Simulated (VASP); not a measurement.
A run of VASP 6.6.1:

Contents of INCAR:

```
SYSTEM = SiO2
ALGO = Normal
EDIFF = 1E-6
ENCUT = 520
ISIF = 2
ISMEAR = 0
LASPH = .True.
LCHARG = .False.
LREAL = .False.
LWAVE = .False.
NBANDS = 34
NELM = 100
PREC = Accurate
SIGMA = 0.05
```

File KPOINTS:

```
k-points
0
Gamma
  6 6 4
  0 0 0
```

The input POSCAR:

```
SiO2
1.0
    4.7363764936      0.0000000000      0.0000000000
   -2.3681882468      4.1018223654      0.0000000000
    0.0000000000      0.0000000000      5.5248549769
Si O
3 6
Direct
    0.0000000000      0.5000000000      0.3333333333
    0.5000000000      0.5000000000      0.6666666667
    0.5000000000      0.0000000000      0.0000000000
    0.5843949018      0.7921974509      0.8333333333
    0.7921974509      0.5843949018      0.5000000000
    0.7921974509      0.2078025491      0.1666666667
    0.4156050982      0.2078025491      0.8333333333
    0.2078025491      0.4156050982      0.5000000000
    0.2078025491      0.7921974509      0.1666666667
```

Potentials or basis: VASP PAW LDA potentials, release 64 (Si, O).

Command:

```sh
$ cat potpaw_LDA.64/Si/POTCAR potpaw_LDA.64/O/POTCAR > POTCAR
$ mpirun -np 1 vasp_std > vasp.out
```

Hardware: 1 thread of Intel(R) Xeon(R) Platinum 8375C CPU @ 2.90GHz (Ice Lake), on a shared host.

Problem. Estimate the wall time of this run.

Solution. Wall time 76 s on 1 thread of Intel(R) Xeon(R) Platinum 8375C CPU @ 2.90GHz (Ice Lake), on a shared host, peak memory 0.2 GiB. Counts: scf iterations 13, k points 21.
